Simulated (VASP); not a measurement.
# Mg3SnO (Pm-3m) in VASP: notebook

Runs on Mg3SnO. Level: r2SCAN. Tasks: single point.

All numbers are computed with VASP 6.6.1; they aren't measurements. Logs are shortened: lines on timing, memory, paths and dates and some standing lists are left out, and cuts for length are marked.

### Step 1. The cell of the first run

It takes space group Pm-3m (No. 221, cubic). Conventional cell: a = 4.301 Å, b = 4.301 Å, c = 4.301 Å, α = 90.00°, β = 90.00°, γ = 90.00°. Within 4.0 Å of Sn (site symmetry m-3m) lie 12 Mg at 3.04 Å and 8 O at 3.72 Å. O (site symmetry m-3m) has 6 Mg at 2.15 Å within 2.8 Å. Mg (site symmetry 4/mmm) has 2 O at 2.15 Å within 2.8 Å.

### Step 2. Single point, r2SCAN (volume changed by -3%)

POSCAR

```
Mg3SnO
1.0
    4.3012363624      0.0000000000      0.0000000000
    0.0000000000      4.3012363624      0.0000000000
    0.0000000000      0.0000000000      4.3012363624
Sn O Mg
1 1 3
Direct
    0.0000000000      0.0000000000      0.0000000000
    0.5000000000      0.5000000000      0.5000000000
    0.5000000000      0.5000000000      0.0000000000
    0.5000000000      0.0000000000      0.5000000000
    0.0000000000      0.5000000000      0.5000000000
```

INCAR.step1

```
SYSTEM = Mg3SnO
  PREC = Accurate
  ENCUT = 520
  ISMEAR = -1
  SIGMA = 0.02
  LREAL = .FALSE.
  LASPH = .TRUE.
  NELM = 60
  NBANDS = 21
  GGA = PE
  ALGO = Normal
  EDIFF = 1E-4
  LWAVE = .TRUE.
  LCHARG = .FALSE.
```

INCAR.step2

```
SYSTEM = Mg3SnO
  PREC = Accurate
  ENCUT = 520
  EDIFF = 1E-6
  ISMEAR = -1
  SIGMA = 0.02
  LREAL = .FALSE.
  LASPH = .TRUE.
  NELM = 60
  ALGO = Normal
  ISIF = 2
  LWAVE = .FALSE.
  LCHARG = .TRUE.
  METAGGA = R2SCAN
  LMIXTAU = .TRUE.
  LELF = .TRUE.
  LVHAR = .TRUE.
  NBANDS = 21
  ISTART = 1
```

KPOINTS

```
Automatic mesh
0
G
  6 6 6
  0 0 0
```

Potentials or basis: VASP PAW PBE potentials, release 64 (Sn_d, O, Mg).

Started as:

```bash
$ cat potpaw_PBE.64/Sn_d/POTCAR potpaw_PBE.64/O/POTCAR potpaw_PBE.64/Mg/POTCAR > POTCAR
$ cp INCAR.step1 INCAR
$ mpirun -np 1 vasp_std > vasp.out
$ cp INCAR.step2 INCAR
$ mpirun -np 1 vasp_std > vasp.out
```

OUTCAR:

```text
SYSTEM = Mg3SnO
   PREC = Accurate
   ENCUT = 520
   EDIFF = 1E-6
   ISMEAR = -1
   LREAL = .FALSE.
   LASPH = .TRUE.
   NELM = 60
   ISIF = 2
   METAGGA = R2SCAN
   ISTART = 1

 ion  position               nearest neighbor table
   1  0.000  0.000  0.000-   3 3.04   4 3.04   5 3.04   4 3.04   5 3.04   3 3.04   5 3.04   5 3.04
                             3 3.04   4 3.04   4 3.04   3 3.04
   2  0.500  0.500  0.500-   3 2.15   4 2.15   5 2.15   3 2.15   4 2.15   5 2.15
   3  0.500  0.500  0.000-   2 2.15   2 2.15   4 3.04   5 3.04   1 3.04   4 3.04   5 3.04   1 3.04
                             4 3.04   4 3.04   1 3.04   5 3.04   5 3.04   1 3.04
   4  0.500  0.000  0.500-   2 2.15   2 2.15   3 3.04   5 3.04   1 3.04   3 3.04   1 3.04   3 3.04
                             5 3.04   3 3.04   1 3.04   5 3.04   1 3.04   5 3.04
   5  0.000  0.500  0.500-   2 2.15   2 2.15   3 3.04   4 3.04   1 3.04   3 3.04   1 3.04   4 3.04
                             1 3.04   1 3.04   3 3.04   4 3.04   3 3.04   4 3.04

  LATTYP: Found a simple cubic cell.
 ALAT       =     4.3012363624

  Lattice vectors:

 A1 = (   4.3012363624,   0.0000000000,   0.0000000000)
 A2 = (   0.0000000000,   4.3012363624,   0.0000000000)
 A3 = (   0.0000000000,   0.0000000000,   4.3012363624)

Analysis of symmetry for initial positions (statically):
=====================================================================
 Subroutine PRICEL returns:
 Original cell was already a primitive cell.

 Routine SETGRP: Setting up the symmetry group for a
 simple cubic supercell.

 Subroutine GETGRP returns: Found 48 space group operations
 (whereof 48 operations were pure point group operations)
 out of a pool of 48 trial point group operations.

The static configuration has the point symmetry O_h .

Analysis of symmetry for dynamics (positions and initial velocities):
=====================================================================
 Subroutine PRICEL returns:
 Original cell was already a primitive cell.

 Routine SETGRP: Setting up the symmetry group for a
 simple cubic supercell.

 Subroutine GETGRP returns: Found 48 space group operations
 (whereof 48 operations were pure point group operations)
 out of a pool of 48 trial point group operations.

The dynamic configuration has the point symmetry O_h .

 Subroutine INISYM returns: Found 48 space group operations
[... 96 lines left out ...]
   ENCUT  =  520.0 eV  38.22 Ry    6.18 a.u.   8.00  8.00  8.00*2*pi/ulx,y,z
   NELM   =     60;   NELMIN=  2; NELMDL=  0     # of ELM steps
   EDIFF  = 0.1E-05   stopping-criterion for ELM
   LREAL  =      F    real-space projection
   EDIFFG = 0.1E-04   stopping-criterion for IOM
   NSW    =      0    number of steps for IOM
   IBRION =     -1    ionic relax: 0-MD 1-quasi-New 2-CG
   NFREE  =      0    steps in history (QN), initial steepest desc. (CG)
   ISIF   =      2    stress and relaxation
   ISYM   =      2    0-nonsym 1-usesym 2-fastsym
   POTIM  = 0.5000    time-step for ionic-motion
   TEBEG  =    0.0;   TEEND  =   0.0 temperature during run
   PSTRESS=    0.0 pullay stress
   NELECT =      26.0000    total number of electrons
   NUPDOWN=      -1.0000    fix difference up-down
   EMIN   =  10.00;   EMAX   =-10.00  energy-range for DOS
   EFERMI =   0.00;   METHOD = LEGACY
   ISMEAR =    -1;   SIGMA  =   0.02  broadening in eV -4-tet -1-fermi 0-gaus
   EFERMI_NEDOS =   21; number of points for ismear=-14 and -15
   IALGO  =     38    algorithm
   IMIX   =      4    mixing-type and parameters
     AMIX     =   0.40;   BMIX     =  1.00
     AMIX_MAG =   1.60;   BMIX_MAG =  1.00
  volume/ion in A,a.u.               =      15.92       107.40
  Fermi-wavevector in a.u.,A,eV,Ry     =   1.127559  2.130778 17.298304  1.271389
  Thomas-Fermi vector in A             =   2.264246
   LORBIT       =      0    0 simple, 1 ext, 2 COOP (PROOUT), +10 PAW based schemes
   METAGGA = R2SCAN    functional components
   LHFCALC =     F    Hartree Fock is set to
   AEXX    =    0.0000 exact exchange contribution
   IVDW    =     0    specifies the selected vdW correction
   LEPSILON=     F    determine dielectric tensor
   LRPA    =     F    only Hartree local field effects (RPA)
 non-spin polarized calculation
  energy-cutoff  :      520.00
  volume of cell :       79.58
 maximum number of plane-waves:      2176
 NGX is ok and might be reduce to    32
   NGX = 15   NGY = 15   NGZ = 15

 number of electron      26.0000007 magnetization

 Free energy of the ion-electron system (eV)
  ---------------------------------------------------
  ext. energy  EPLUGINS =         0.00000000
  ---------------------------------------------------
  free energy    TOTEN  =       -48.92486309 eV

  energy without entropy =      -48.92335535  energy(sigma->0) =      -48.92410922

 E-fermi :   6.5497     XC(G=0): -10.7969

 val. band max:        6.5119763475   @ k =   0.5000   0.3333   0.0000
 cond. band min:       6.5701962201   @ k =   0.5000   0.5000   0.1667
 fundamental gap:      0.0582198726
 Fermi energy:         6.5496659638

 k-point     1 :       0.0000    0.0000    0.0000
  band No.  band energies     occupation
      1     -14.8362      2.00000
      2     -14.8362      2.00000
      3     -14.8362      2.00000
      4     -14.8353      2.00000
      5     -14.8353      2.00000
      6     -14.7776      2.00000
[... 469 lines left out ...]
     20      17.8381      0.00000
     21      18.8261      0.00000

------------------------ aborting loop because EDIFF is reached ----------------------------------------

  FORCE on cell =-STRESS in cart. coord.  units (eV):
  Direction    XX          YY          ZZ          XY          YZ          ZX
  --------------------------------------------------------------------------------------
  -------------------------------------------------------------------------------------
  Total        0.9620331      0.9620331      0.9620331     -0.0000000     -0.0000000      0.0000000
  in kB       19.3696004     19.3696004     19.3696004     -0.0000000     -0.0000000      0.0000000
  external PRESSURE =      19.3696004 kB  Pullay stress =       0.0000000 kB

 VOLUME and BASIS-vectors are now :
 -----------------------------------------------------------------------------
  energy-cutoff  :      520.00
  volume of cell :       79.58
      direct lattice vectors                 reciprocal lattice vectors
     4.301236362  0.000000000  0.000000000     0.232491292  0.000000000  0.000000000
     0.000000000  4.301236362  0.000000000     0.000000000  0.232491292  0.000000000
     0.000000000  0.000000000  4.301236362     0.000000000  0.000000000  0.232491292

 POSITION                                       TOTAL-FORCE (eV/Angst)
 -----------------------------------------------------------------------------------
      0.00000      0.00000      0.00000         0.000000      0.000000      0.000000
      2.15062      2.15062      2.15062         0.000000      0.000000      0.000000
      2.15062      2.15062      0.00000         0.000000      0.000000      0.000000
      2.15062      0.00000      2.15062         0.000000      0.000000      0.000000
      0.00000      2.15062      2.15062         0.000000      0.000000      0.000000
 -----------------------------------------------------------------------------------
    total drift:                                0.000000      0.000000     -0.000000

  FREE ENERGIE OF THE ION-ELECTRON SYSTEM (eV)
  ---------------------------------------------------
  free  energy   TOTEN  =       -48.9248630893 eV

  energy  without entropy=      -48.9233553503  energy(sigma->0) =      -48.92410922
```

OUTCAR.step1:

```text
SYSTEM = Mg3SnO
   PREC = Accurate
   ENCUT = 520
   ISMEAR = -1
   LREAL = .FALSE.
   LASPH = .TRUE.
[... 709 lines left out ...]
      2.15062      2.15062      0.00000         0.000000      0.000000      0.000000
      2.15062      0.00000      2.15062         0.000000      0.000000      0.000000
      0.00000      2.15062      2.15062         0.000000      0.000000      0.000000
 -----------------------------------------------------------------------------------
    total drift:                                0.000000      0.000000     -0.000000

  FREE ENERGIE OF THE ION-ELECTRON SYSTEM (eV)
  ---------------------------------------------------
  free  energy   TOTEN  =       -18.4435321600 eV

  energy  without entropy=      -18.4419905684  energy(sigma->0) =      -18.44276136
```

Wall time 2.1 min (1 thread of Intel Xeon Platinum 8488C (Sapphire Rapids), shared host); peak memory 0.2 GiB.

What came out:

| Quantity | Value |
| --- | --- |
| Free energy | -48.9249 eV |
| Pressure | 1.9 GPa |
| Band gap on the k mesh | 0.06 eV, indirect (least direct gap 0.55 eV) |

Levels at points of the mesh, in eV from the valence-band top:
```csv
k point,band 10,band 11,band 12,band 13,band 14,band 15,band 16,band 17
"(0.00, 0.00, 0.00)",-6.43,-0.54,-0.54,-0.54,0.70,0.70,2.62,6.34
"(0.50, 0.00, 0.00)",-5.57,-5.30,-0.74,-0.74,1.84,3.76,4.07,4.23
"(0.50, 0.50, 0.00)",-6.18,-3.00,-3.00,-0.37,0.40,3.01,3.23,3.23
"(0.50, 0.50, 0.50)",-6.84,-3.92,-3.92,-3.92,1.82,1.82,1.82,4.20
```

Caveat: the cell differs from its parent crystal (volume changed by -3%); the PAW data sets were made with another functional, which shifts forces and pressure a little; spin-orbit coupling is left out, which moves the levels of the heavy elements. A k mesh can miss the band edges.

### Step 3. Single point, r2SCAN

This run uses another cell than the first one, of 16.41 Å³/atom, 1.031 times its volume.

Changes to POSCAR since step 2:

```diff
@@ -2,5 +2,5 @@
 1.0
-    4.3012363624      0.0000000000      0.0000000000
-    0.0000000000      4.3012363624      0.0000000000
-    0.0000000000      0.0000000000      4.3012363624
+    4.3451295609      0.0000000000      0.0000000000
+    0.0000000000      4.3451295609      0.0000000000
+    0.0000000000      0.0000000000      4.3451295609
 Sn O Mg
```

INCAR.step1

```
SYSTEM = Mg3SnO
ALGO = Normal
EDIFF = 1E-4
ENCUT = 520
GGA = PE
ISMEAR = -1
LASPH = .True.
LCHARG = .False.
LREAL = .False.
LWAVE = .True.
NBANDS = 21
NELM = 100
PREC = Accurate
SIGMA = 0.02
```

INCAR.step2

```
SYSTEM = Mg3SnO
ALGO = Normal
EDIFF = 1E-6
ENCUT = 520
ISIF = 2
ISMEAR = -1
ISTART = 1
LASPH = .True.
LCHARG = .False.
LMIXTAU = .True.
LREAL = .False.
LWAVE = .False.
METAGGA = R2SCAN
NBANDS = 21
NELM = 100
PREC = Accurate
SIGMA = 0.02
```

KPOINTS

```
k-points
0
Gamma
  6 6 6
  0 0 0
```

Potentials or basis: VASP PAW PBE potentials, release 64 (Sn_d, O, Mg).

Started as:

```bash
$ cat potpaw_PBE.64/Sn_d/POTCAR potpaw_PBE.64/O/POTCAR potpaw_PBE.64/Mg/POTCAR > POTCAR
$ cp INCAR.step1 INCAR
$ mpirun -np 1 vasp_std > vasp.out
$ cp INCAR.step2 INCAR
$ mpirun -np 1 vasp_std > vasp.out
```

Wall time 2.6 min (1 thread of Intel Xeon Platinum 8488C (Sapphire Rapids), shared host); peak memory 0.2 GiB.

The run converged. Its results:

```
Free energy            : -48.9367 eV
Pressure               : -0.5 GPa
Band gap on the k mesh : zero (band 13 reaches 6.24 eV, above the bottom of band 14 at 6.23 eV)
```

Levels at points of the mesh, in eV from the Fermi level:
```
           k point  band 10  band 11  band 12  band 13  band 14  band 15  band 16  band 17
(0.00, 0.00, 0.00)    -6.28    -0.56    -0.56    -0.56     0.68     0.68     2.33     6.29
(0.50, 0.00, 0.00)    -5.48    -5.22    -0.73    -0.73     1.82     3.54     3.92     4.12
(0.50, 0.50, 0.00)    -6.03    -2.94    -2.94    -0.44     0.38     2.88     3.18     3.18
(0.50, 0.50, 0.50)    -6.68    -3.84    -3.84    -3.84     1.73     1.73     1.73     4.05
```

Caveat: the PAW data sets were made with another functional, which shifts forces and pressure a little; spin-orbit coupling is left out, which moves the levels of the heavy elements.

### Step 4. Single point, r2SCAN

This run uses another cell than the first one, of 16.41 Å³/atom, 1.031 times its volume.

POSCAR is that of step 3.

INCAR.step1

```
ALGO     = Normal         # electronic algorithm
EDIFF    = 1E-4           # SCF threshold, eV
ENCUT    = 520            # plane-wave cutoff, eV
GGA      = PE             # functional
ISMEAR   = -1             # smearing method
LASPH    = T              # aspherical terms in the spheres
LCHARG   = F              # write CHGCAR
LREAL    = F              # projectors in reciprocal space
LWAVE    = T              # write WAVECAR
NBANDS   = 21             # bands
NELM     = 80             # most SCF steps
PREC     = Accurate       # precision mode
SIGMA    = 0.02           # smearing width, eV
```

INCAR.step2

```
ALGO     = Normal         # electronic algorithm
EDIFF    = 1E-6           # SCF threshold, eV
ENCUT    = 520            # plane-wave cutoff, eV
ISIF     = 2              # what is computed and relaxed
ISMEAR   = -1             # smearing method
ISTART   = 1            
LASPH    = T              # aspherical terms in the spheres
LCHARG   = F              # write CHGCAR
LMIXTAU  = T            
LREAL    = F              # projectors in reciprocal space
LWAVE    = F              # write WAVECAR
METAGGA  = R2SCAN         # meta-GGA
NBANDS   = 21             # bands
NELM     = 80             # most SCF steps
PREC     = Accurate       # precision mode
SIGMA    = 0.02           # smearing width, eV
```

KPOINTS

```
k-points
0
Gamma
  6 6 6
```

Started as:

```bash
$ cat potpaw_PBE.64/Sn_d/POTCAR potpaw_PBE.64/O/POTCAR potpaw_PBE.64/Mg/POTCAR > POTCAR
$ cp INCAR.step1 INCAR
$ mpirun -np 1 vasp_std > vasp.out
$ cp INCAR.step2 INCAR
$ mpirun -np 1 vasp_std > vasp.out
```

It took 2.8 min on 1 thread of Intel Xeon Platinum 8488C (Sapphire Rapids), shared host; peak memory 0.2 GiB.

Results (log left out):

```
Free energy            : -48.9367 eV
Pressure               : -0.5 GPa
Band gap on the k mesh : zero (band 13 reaches 6.24 eV, above the bottom of band 14 at 6.23 eV)
```

Levels at points of the mesh, in eV from the Fermi level:
| k point | band 11 | band 12 | band 13 | band 14 | band 15 | band 16 |
| --- | --- | --- | --- | --- | --- | --- |
| (0.00, 0.00, 0.00) | -0.56 | -0.56 | -0.56 | 0.68 | 0.68 | 2.33 |
| (0.50, 0.00, 0.00) | -5.22 | -0.73 | -0.73 | 1.82 | 3.54 | 3.92 |
| (0.50, 0.50, 0.00) | -2.94 | -2.94 | -0.44 | 0.38 | 2.88 | 3.18 |
| (0.50, 0.50, 0.50) | -3.84 | -3.84 | -3.84 | 1.73 | 1.73 | 1.73 |

Caveat: the PAW data sets were made with another functional, which shifts forces and pressure a little; spin-orbit coupling is left out, which moves the levels of the heavy elements.
